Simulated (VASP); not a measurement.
# KCl (P4/mmm) in VASP: further runs, part 2 of 2

VASP 6.6.1. The steps go on from the part before.

## (3) Single point, LDA (strain -0.0200 x Voigt [0, 1, 0, 0, 0, 0])

Input file INCAR:

```
SYSTEM = KCl
PREC = Accurate
ENCUT = 520
EDIFF = 1E-6
ISMEAR = 0
SIGMA = 0.05
LREAL = .FALSE.
LASPH = .TRUE.
NELM = 100
ALGO = Normal
ISIF = 2
LWAVE = .FALSE.
LCHARG = .FALSE.
GGA = CA
NBANDS = 15
```

Input file KPOINTS:

```
Automatic mesh
0
G
  6 6 6
  0 0 0
```

Input file POSCAR:

```
KCl
1.0
    3.8391960000      0.0000000000      0.0000000000
    0.0000000000      3.7624120800      0.0000000000
    0.0000000000      0.0000000000      3.8391960000
K Cl
1 1
Direct
    0.0000000000      0.0000000000      0.0000000000
    0.5000000000      0.5000000000      0.5000000000
```

Potentials or basis: VASP PAW LDA potentials, release 64 (K_sv, Cl).

On the command line:

```bash
$ cat potpaw_LDA.64/K_sv/POTCAR potpaw_LDA.64/Cl/POTCAR > POTCAR
$ mpirun -np 1 vasp_std > vasp.out
```

OUTCAR:

```text
SYSTEM = KCl
   PREC = Accurate
   ENCUT = 520
   EDIFF = 1E-6
   ISMEAR = 0
   LREAL = .FALSE.
   LASPH = .TRUE.
   NELM = 100
   ISIF = 2
   GGA = CA

 ion  position               nearest neighbor table
   1  0.000  0.000  0.000-
   2  0.500  0.500  0.500-

  LATTYP: Found a simple tetragonal cell.
 ALAT       =     3.8391960000
 C/A-ratio  =     0.9800000000

  Lattice vectors:

 A1 = (  -3.8391960000,   0.0000000000,   0.0000000000)
 A2 = (   0.0000000000,   0.0000000000,   3.8391960000)
 A3 = (   0.0000000000,   3.7624120800,   0.0000000000)

Analysis of symmetry for initial positions (statically):
=====================================================================
 Subroutine PRICEL returns:
 Original cell was already a primitive cell.

 Routine SETGRP: Setting up the symmetry group for a
 simple tetragonal supercell.

 Subroutine GETGRP returns: Found 16 space group operations
 (whereof 16 operations were pure point group operations)
 out of a pool of 16 trial point group operations.

The static configuration has the point symmetry D_4h.

Analysis of symmetry for dynamics (positions and initial velocities):
=====================================================================
 Subroutine PRICEL returns:
 Original cell was already a primitive cell.

 Routine SETGRP: Setting up the symmetry group for a
 simple tetragonal supercell.

 Subroutine GETGRP returns: Found 16 space group operations
 (whereof 16 operations were pure point group operations)
 out of a pool of 16 trial point group operations.

The dynamic configuration has the point symmetry D_4h.

 Subroutine INISYM returns: Found 16 space group operations
 (whereof 16 operations are pure point group operations),
 and found     1 'primitive' translations

----------------------------------------------------------------------------------------

                                     Primitive cell

  volume of cell :      55.4558

  direct lattice vectors                    reciprocal lattice vectors
     3.839196000  0.000000000  0.000000000     0.260471203  0.000000000  0.000000000
     0.000000000  3.762412080  0.000000000     0.000000000  0.265786942  0.000000000
     0.000000000  0.000000000  3.839196000     0.000000000  0.000000000  0.260471203

  length of vectors
     3.839196000  3.762412080  3.839196000     0.260471203  0.265786942  0.260471203

  position of ions in fractional coordinates (direct lattice)
     0.000000000  0.000000000  0.000000000
     0.500000000  0.500000000  0.500000000

  ion indices of the primitive-cell ions
   primitive index   ion index
                 1           1
                 2           2

----------------------------------------------------------------------------------------

 KPOINTS: Automatic mesh

Automatic generation of k-mesh.
 Grid dimensions read from file:
 generate k-points for:    6    6    6

 Generating k-lattice:

  Cartesian coordinates                     Fractional coordinates (reciprocal lattice)
     0.043411867  0.000000000  0.000000000     0.166666667  0.000000000  0.000000000
     0.000000000  0.044297824  0.000000000     0.000000000  0.166666667  0.000000000
     0.000000000  0.000000000  0.043411867     0.000000000  0.000000000  0.166666667

  Length of vectors
     0.043411867  0.044297824  0.043411867

  Shift w.r.t. Gamma in fractional coordinates (k-lattice)
     0.000000000  0.000000000  0.000000000

 Subroutine IBZKPT returns following result:
 ===========================================

 Found     40 irreducible k-points:

 Following reciprocal coordinates:
            Coordinates               Weight
  0.000000  0.000000  0.000000      1.000000
  0.166667  0.000000  0.000000      4.000000
  0.333333  0.000000  0.000000      4.000000
  0.500000  0.000000  0.000000      2.000000
  0.000000  0.166667  0.000000      2.000000
  0.166667  0.166667  0.000000      8.000000
[... 16 lines left out ...]
  0.166667  0.333333  0.166667      8.000000
  0.333333  0.333333  0.166667     16.000000
 [... further k-points ...]
   k-points           NKPTS =     40   k-points in BZ     NKDIM =     40   number of bands    NBANDS=     15
   number of dos      NEDOS =    301   number of ions     NIONS =      2
   total plane-waves  NPLWV =  25200
   dimension x,y,z NGX =    30 NGY =   28 NGZ =   30
   dimension x,y,z NGXF=    60 NGYF=   56 NGZF=   60
   ions per type =               1   1
   NGX,Y,Z   is equivalent  to a cutoff of  12.99, 12.37, 12.99 a.u.
   NGXF,Y,Z  is equivalent  to a cutoff of  25.98, 24.74, 25.98 a.u.
 SYSTEM =  KCl
   PREC   = accura    normal or accurate (medium, high low for compatibility)
   ISTART =      0    job   : 0-new  1-cont  2-samecut
   ICHARG =      2    charge: 1-file 2-atom 10-const
   ISPIN  =      1    spin polarized calculation?
   LNONCOLLINEAR =      F non collinear calculations
   LSORBIT =      F    spin-orbit coupling
   LASPH  =      T    aspherical Exc in radial PAW
   ENCUT  =  520.0 eV  38.22 Ry    6.18 a.u.   7.14  7.00  7.14*2*pi/ulx,y,z
   NELM   =    100;   NELMIN=  2; NELMDL= -5     # of ELM steps
   EDIFF  = 0.1E-05   stopping-criterion for ELM
   LREAL  =      F    real-space projection
   EDIFFG = 0.1E-04   stopping-criterion for IOM
   NSW    =      0    number of steps for IOM
   IBRION =     -1    ionic relax: 0-MD 1-quasi-New 2-CG
   NFREE  =      0    steps in history (QN), initial steepest desc. (CG)
   ISIF   =      2    stress and relaxation
   ISYM   =      2    0-nonsym 1-usesym 2-fastsym
   POTIM  = 0.5000    time-step for ionic-motion
   TEBEG  =    0.0;   TEEND  =   0.0 temperature during run
   PSTRESS=    0.0 pullay stress
   NELECT =      16.0000    total number of electrons
   NUPDOWN=      -1.0000    fix difference up-down
   EMIN   =  10.00;   EMAX   =-10.00  energy-range for DOS
   EFERMI =   0.00;   METHOD = LEGACY
   ISMEAR =     0;   SIGMA  =   0.05  broadening in eV -4-tet -1-fermi 0-gaus
   EFERMI_NEDOS =   21; number of points for ismear=-14 and -15
   IALGO  =     38    algorithm
   IMIX   =      4    mixing-type and parameters
     AMIX     =   0.40;   BMIX     =  1.00
     AMIX_MAG =   1.60;   BMIX_MAG =  1.00
  volume/ion in A,a.u.               =      27.73       187.12
  Fermi-wavevector in a.u.,A,eV,Ry     =   1.081764  2.044238 15.921719  1.170213
  Thomas-Fermi vector in A             =   2.217789
   LORBIT       =      0    0 simple, 1 ext, 2 COOP (PROOUT), +10 PAW based schemes
   GGA     = CA    functional components
   LHFCALC =     F    Hartree Fock is set to
   AEXX    =    0.0000 exact exchange contribution
   IVDW    =     0    specifies the selected vdW correction
   LEPSILON=     F    determine dielectric tensor
   LRPA    =     F    only Hartree local field effects (RPA)
 non-spin polarized calculation
 Gauss-broadening in eV      SIGMA  =   0.05
  energy-cutoff  :      520.00
  volume of cell :       55.46
 maximum number of plane-waves:      1512
 NGX is ok and might be reduce to    30
   NGX = 15   NGY = 13   NGZ = 15

 number of electron      16.0000003 magnetization

 Free energy of the ion-electron system (eV)
  ---------------------------------------------------
  ext. energy  EPLUGINS =         0.00000000
  ---------------------------------------------------
  free energy    TOTEN  =        -7.27424177 eV

  energy without entropy =       -7.27424177  energy(sigma->0) =       -7.27424177

 E-fermi :  -0.6516     XC(G=0):  -8.7100

 val. band max:       -0.9066555108   @ k =   0.5000   0.0000   0.5000
 cond. band min:       3.4782282361   @ k =   0.0000   0.0000   0.0000
 fundamental gap:      4.3848837469
 Fermi energy:        -0.6516054302

 k-point     1 :       0.0000    0.0000    0.0000
  band No.  band energies     occupation
      1     -28.6151      2.00000
      2     -13.4920      2.00000
      3     -12.2335      2.00000
      4     -12.2335      2.00000
      5     -12.2213      2.00000
      6      -1.2205      2.00000
      7      -1.2205      2.00000
      8      -1.1082      2.00000
      9       3.4782      0.00000
     10       5.2108      0.00000
     11       5.3005      0.00000
     12       9.4689      0.00000
     13       9.6173      0.00000
     14       9.6173      0.00000
     15      12.5001      0.00000
[... 397 lines left out ...]
 k-point    24 :       0.3333    0.3333    0.1667
  band No.  band energies     occupation
      1     -28.5758      2.00000
      2     -13.3690      2.00000
      3     -12.4131      2.00000
      4     -12.2774      2.00000
      5     -12.2191      2.00000
      6      -2.1927      2.00000
      7      -2.0494      2.00000
      8      -1.4675      2.00000
      9       5.9908      0.00000
     10       6.7945      0.00000
     11       7.6702      0.00000
     12       7.7860      0.00000
     13       8.5365      0.00000
     14       8.8323      0.00000
     15      11.5861      0.00000

 [... further k-points ...]
[... 5 lines left out ...]
  --------------------------------------------------------------------------------------
  -------------------------------------------------------------------------------------
  Total       -1.0934902     -0.7944391     -1.0934902      0.0000000      0.0000000      0.0000000
  in kB      -31.5921033    -22.9521970    -31.5921033      0.0000000      0.0000000      0.0000000
  external PRESSURE =     -28.7121345 kB  Pullay stress =       0.0000000 kB

 VOLUME and BASIS-vectors are now :
 -----------------------------------------------------------------------------
  energy-cutoff  :      520.00
  volume of cell :       55.46
      direct lattice vectors                 reciprocal lattice vectors
     3.839196000  0.000000000  0.000000000     0.260471203  0.000000000  0.000000000
     0.000000000  3.762412080  0.000000000     0.000000000  0.265786942  0.000000000
     0.000000000  0.000000000  3.839196000     0.000000000  0.000000000  0.260471203

 POSITION                                       TOTAL-FORCE (eV/Angst)
 -----------------------------------------------------------------------------------
      0.00000      0.00000      0.00000         0.000000      0.000000      0.000000
      1.91960      1.88121      1.91960         0.000000      0.000000      0.000000
 -----------------------------------------------------------------------------------
    total drift:                                0.000000      0.000000     -0.000000

  FREE ENERGIE OF THE ION-ELECTRON SYSTEM (eV)
  ---------------------------------------------------
  free  energy   TOTEN  =        -7.2742417721 eV

  energy  without entropy=       -7.2742417721  energy(sigma->0) =       -7.27424177
```

OSZICAR:

```text
N       E                     dE             d eps       ncg     rms          rms(c)
DAV:   1     0.105498878660E+03    0.10550E+03   -0.72038E+03  1200   0.980E+02
DAV:   2    -0.155653019950E+01   -0.10706E+03   -0.98423E+02  1560   0.258E+02
DAV:   3    -0.739090004143E+01   -0.58344E+01   -0.58027E+01  1620   0.515E+01
DAV:   4    -0.757437975506E+01   -0.18348E+00   -0.18343E+00  1832   0.903E+00
DAV:   5    -0.757603244843E+01   -0.16527E-02   -0.16526E-02  1669   0.911E-01    0.304E+00
DAV:   6    -0.731811434976E+01    0.25792E+00   -0.25846E-01  1522   0.319E+00    0.254E+00
DAV:   7    -0.727947763671E+01    0.38637E-01   -0.57231E-02  1585   0.170E+00    0.152E+00
DAV:   8    -0.727437024773E+01    0.51074E-02   -0.16108E-02  1725   0.908E-01    0.249E-01
DAV:   9    -0.727420002088E+01    0.17023E-03   -0.88220E-04  1526   0.185E-01    0.983E-02
DAV:  10    -0.727424536761E+01   -0.45347E-04   -0.12400E-04  1671   0.935E-02    0.312E-02
DAV:  11    -0.727424128259E+01    0.40850E-05   -0.18491E-05  1578   0.301E-02    0.976E-03
DAV:  12    -0.727424177215E+01   -0.48955E-06   -0.58138E-07  1225   0.642E-03
   1 F= -.72742418E+01 E0= -.72742418E+01  d E =-.653896E-15
```

Run time: 26 s. Hardware: 1 thread of Intel Xeon Platinum 8488C (Sapphire Rapids), shared host; peak memory 0.16 GiB.

What came out:

```
Free energy            : -7.2742 eV
Pressure               : -2.9 GPa
Band gap on the k mesh : 4.38 eV (least direct gap 4.59 eV)
```

Caveat: the cell differs from its parent crystal (strain -0.0200 x Voigt [0, 1, 0, 0, 0, 0]). A k mesh can miss the band edges.
